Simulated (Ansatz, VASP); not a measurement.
**Ti3Al: VASP beside Ansatz**

The input INCAR:

```
SYSTEM = Ti3Al
PREC = Accurate
ENCUT = 520
EDIFF = 1E-6
ISMEAR = 0
SIGMA = 0.1
LREAL = .False.
LASPH = .True.
NELM = 100
ALGO = Fast
ISIF = 2
LWAVE = .False.
LCHARG = .True.
GGA = PS
LELF = .True.
LVHAR = .True.
NBANDS = 28
```

Contents of KPOINTS:

```
Automatic mesh
0
Gamma
  6 6 6
  0 0 0
```

Contents of POSCAR:

```
Ti3Al
1.0
    0.0000000000      3.2317810000      3.2317810000
    3.2317810000      0.0000000000      3.2317810000
    3.2317810000      3.2317810000      0.0000000000
Ti Al
3 1
Direct
    0.7500000000      0.7500000000      0.7500000000
    0.2500000000      0.2500000000      0.2500000000
    0.0000000000      0.0000000000      0.0000000000
    0.5000000000      0.5000000000      0.5000000000
```

Input for Ansatz:

```yaml
crystal:
  lattice:
    - [0.0, 3.231781, 3.231781]
    - [3.231781, 0.0, 3.231781]
    - [3.231781, 3.231781, 0.0]
  atoms:
    - { symbol: Ti, position: [0.75, 0.75, 0.75] }
    - { symbol: Ti, position: [0.25, 0.25, 0.25] }
    - { symbol: Ti, position: [0.0, 0.0, 0.0] }
    - { symbol: Al, position: [0.5, 0.5, 0.5] }
basis:
  ecutwfc: 420
kpoints:
  mp_grid: { grid: [6, 6, 6] }
hamiltonian:
  xc: pbesol
  pseudopotentials: { kind: paw, azcp: { folder: soft_1 } }
scf:
  occupations: { method: gaussian, width: 0.1 }
output:
  forces: true
  stress: true
  eigenvalues: true
```

Alike in both runs: task single point; functional PBEsol; k mesh 6 × 6 × 6; occupations gaussian, width 0.1 eV; no spin polarisation.

|  | VASP | Ansatz |
| --- | --- | --- |
| version | VASP 6.6.1 | Ansatz 0.2.0 |
| potentials or method | VASP PAW PBE potentials, release 64 (Ti_sv, Al), cutoff 520 eV | scalar-relativistic, plane waves, PAW |
| valence electrons in the cell | 39 | 39 |

```csv
,VASP,Ansatz,Ansatz less VASP
gap on the k mesh at the Fermi level (eV),none,none,-
pressure (GPa),-4.9,-4.9,+0.01
```

VASP's potentials were made for PBE, not for PBEsol, and Ansatz warns of the same on its side. A gap of «none» marks a metal or a gap that the smearing closes.
